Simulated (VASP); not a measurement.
Set up this calculation in VASP 6.6.1, as the native input.

```
Task                   : single point
Functional             : r2SCAN
Potentials or basis    : VASP PAW PBE potentials, release 64 (Cu, I)
Cutoff                 : 520 eV
k mesh                 : 8 × 8 × 8
Occupations            : gaussian, width 0.05 eV
Spin                   : no spin polarisation
Dipole correction      : no
Further INCAR settings : ALGO = Normal; EDIFF = 1e-07; NBANDS = 16
```

The system is CuI.

```
Cu I
1.0
     0.00000    3.03150    3.03150
     3.03150    0.00000    3.03150
     3.03150    3.03150    0.00000
Cu I
1 1
Direct
  0.75000 0.75000 0.75000
  0.00000 0.00000 0.00000
```

One way to write it, as run:

POSCAR

```
CuI
1.0
    0.0000000000      3.0315000000      3.0315000000
    3.0315000000      0.0000000000      3.0315000000
    3.0315000000      3.0315000000      0.0000000000
Cu I
1 1
Direct
    0.7500000000      0.7500000000      0.7500000000
    0.0000000000      0.0000000000      0.0000000000
```

INCAR.step1

```
SYSTEM = CuI
PREC = Accurate
ENCUT = 520
ISMEAR = 0
SIGMA = 0.05
LREAL = .FALSE.
LASPH = .TRUE.
NELM = 100
NBANDS = 16
GGA = PE
ALGO = Normal
EDIFF = 1E-4
LWAVE = .TRUE.
LCHARG = .FALSE.
```

INCAR.step2

```
SYSTEM = CuI
PREC = Accurate
ENCUT = 520
EDIFF = 1E-7
ISMEAR = 0
SIGMA = 0.05
LREAL = .FALSE.
LASPH = .TRUE.
NELM = 100
ALGO = Normal
ISIF = 2
LWAVE = .FALSE.
LCHARG = .FALSE.
METAGGA = R2SCAN
LMIXTAU = .TRUE.
NBANDS = 16
ISTART = 1
```

KPOINTS

```
regular mesh
0
G
  8 8 8
  0 0 0
```

Potentials or basis: VASP PAW PBE potentials, release 64 (Cu, I).

The run is started by

```sh
$ cat potpaw_PBE.64/Cu/POTCAR potpaw_PBE.64/I/POTCAR > POTCAR
$ cp INCAR.step1 INCAR
$ mpirun -np 1 vasp_std > vasp.out
$ cp INCAR.step2 INCAR
$ mpirun -np 1 vasp_std > vasp.out
```

It gave:

* Pressure: -0.9 GPa
* Band gap on the k mesh: 1.61 eV

Caveat: the PAW data sets were made with another functional, which shifts forces and pressure a little; spin-orbit coupling is left out, which moves the levels of the heavy elements.

It took 120 s on 1 thread of Intel Xeon 8259CL, on a shared host, peak memory 0.2 GiB.
